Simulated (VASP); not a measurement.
Write the native input for VASP 6.6.1 that does the following.

```
Task                   : single point
Functional             : r2SCAN
Dispersion             : D3(BJ)
Potentials or basis    : VASP PAW PBE potentials, release 64 (C, O, H)
Cutoff                 : 520 eV
k mesh                 : 1 × 1 × 1
Occupations            : fermi-dirac, width 0.05 eV
Spin                   : no spin polarisation
Dipole correction      : no
Further INCAR settings : LREAL = Auto; ALGO = Normal; EDIFF = 1e-06; NBANDS = 66
```

H4CO:

```xyz
36
Lattice="7.6186 0.0000 0.0000 0.0000 7.6186 0.0000 0.0000 0.0000 7.6186" Properties=species:S:1:pos:R:3 pbc="T T T"
C     4.6414    4.1005    2.3314
C     7.0933    7.1511    0.5365
C     1.3982    2.5170    3.8703
C     3.9368    7.3867    5.3270
C     0.9554    3.0408    0.1678
C     0.5097    6.6510    4.0911
O     4.6342    2.7241    2.7229
O     8.3205    6.4058    0.6350
O     2.0579    1.7702    2.8574
O     3.2369    6.2017    5.6870
O     1.6334    1.7911    0.0718
O     1.5365    6.0057    3.3484
H     3.6016    4.4180    2.2907
H     5.5379    2.3999    2.7562
H     5.1666    4.7172    3.0662
H     5.0922    4.2314    1.3441
H     6.3239    6.5687    1.0516
H     8.9565    6.7853    0.0113
H     7.1914    8.1373    0.9998
H     6.7916    7.2882   -0.5045
H     0.3360    2.2621    3.8257
H     3.0039    2.0030    2.8801
H     1.7653    2.2497    4.8692
H     1.5010    3.5981    3.7169
H     4.1227    7.9531    6.2387
H     2.8485    5.8593    4.8689
H     4.8989    7.1568    4.8497
H     3.3493    8.0048    4.6427
H     0.4643    3.2419   -0.7843
H     1.8932    1.5957    0.9900
H     0.1913    3.0245    0.9567
H     1.6403    3.8666    0.3811
H     0.9435    6.9960    5.0311
H     1.3231    6.1057    2.3996
H     0.1154    7.5191    3.5544
H    -0.3129    5.9602    4.3184
```

The input as run:

POSCAR

```
H4CO
1.0
    7.6185600000      0.0000000000      0.0000000000
    0.0000000000      7.6185600000      0.0000000000
    0.0000000000      0.0000000000      7.6185600000
C O H
6 6 24
Direct
    0.6092220570      0.5382264665      0.3060109571
    0.9310578320      0.9386452713      0.0704194528
    0.1835294779      0.3303757389      0.5080093993
    0.5167361245      0.9695692762      0.6992200289
    0.1253988570      0.3991261449      0.0220250947
    0.0669044243      0.8729996423      0.5369853298
    0.6082837174      0.3575549835      0.3574024362
    1.0921296864      0.8408104129      0.0833542634
    0.2701184725      0.2323481067      0.3750585545
    0.4248734084      0.8140287802      0.7464652679
    0.2143965195      0.2351022532      0.0094205967
    0.2016834989      0.7882928597      0.4395020379
    0.4727460937      0.5799057022      0.3006705669
    0.7268989577      0.3150082269      0.3617761586
    0.6781618164      0.6191763703      0.4024638386
    0.6683894919      0.5554014395      0.1764303771
    0.8300688911      0.8621995164      0.1380372767
    1.1756117699      0.8906279036      0.0014775264
    0.9439357661      1.0680875857      0.1312353319
    0.8914494010      0.9566422872     -0.0662150808
    0.0441047065      0.2969236278      0.5021511222
    0.3942865378      0.2629102501      0.3780400790
    0.2317088833      0.2952874235      0.6391178958
    0.1970220398      0.4722798386      0.4878793246
    0.5411375735      1.0439079924      0.8188869493
    0.3738830094      0.7690847996      0.6390801569
    0.6430170042      0.9393861668      0.6365667585
    0.4396267546      1.0507004011      0.6093969301
    0.0609384771      0.4255202585     -0.1029474909
    0.2485037582      0.2094426471      0.1299446636
    0.0251059644      0.3969948811      0.1255718448
    0.2153033048      0.5075262111      0.0500172773
    0.1238478314      0.9182837642      0.6603709761
    0.1736709897      0.8014289218      0.3149668423
    0.0151494012      0.9869425067      0.4665509334
   -0.0410643993      0.7823259417      0.5668279224
```

INCAR.step1

```
SYSTEM = H4CO
ALGO = Normal
EDIFF = 1E-4
ENCUT = 520
GGA = PE
ISMEAR = -1
LASPH = .True.
LCHARG = .False.
LREAL = Auto
LWAVE = .True.
NBANDS = 66
NELM = 100
PREC = Accurate
SIGMA = 0.05
```

INCAR.step2

```
SYSTEM = H4CO
ALGO = Normal
EDIFF = 1E-6
ENCUT = 520
ISIF = 2
ISMEAR = -1
ISTART = 1
IVDW = 12
LASPH = .True.
LCHARG = .False.
LMIXTAU = .True.
LREAL = Auto
LWAVE = .False.
METAGGA = R2SCAN
NBANDS = 66
NELM = 100
PREC = Accurate
SIGMA = 0.05
VDW_A1 = 0.49484001
VDW_A2 = 5.73083694
VDW_S6 = 1.0
VDW_S8 = 0.78981345
```

KPOINTS

```
k-points
0
Gamma
  1 1 1
  0 0 0
```

Potentials or basis: VASP PAW PBE potentials, release 64 (C, O, H).

The run is started by

```console
$ cat potpaw_PBE.64/C/POTCAR potpaw_PBE.64/O/POTCAR potpaw_PBE.64/H/POTCAR > POTCAR
$ cp INCAR.step1 INCAR
$ mpirun -np 1 vasp_gam > vasp.out
$ cp INCAR.step2 INCAR
$ mpirun -np 1 vasp_gam > vasp.out
```

It gave:

```
Pressure                   : -0.6 GPa
Largest force              : 0.184 eV/Å
Band gap on the k mesh     : 5.10 eV
Dispersion energy per atom : -0.015 eV
```

Caveat: the k points lie up to 0.82 Å⁻¹ apart, too coarse for converged energies, forces and pressures; the PAW data sets were made with another functional, which shifts forces and pressure a little.

It took 4.7 min on 1 thread of Intel(R) Xeon(R) Platinum 8488C (Sapphire Rapids) (shared host), peak memory 0.53 GiB.
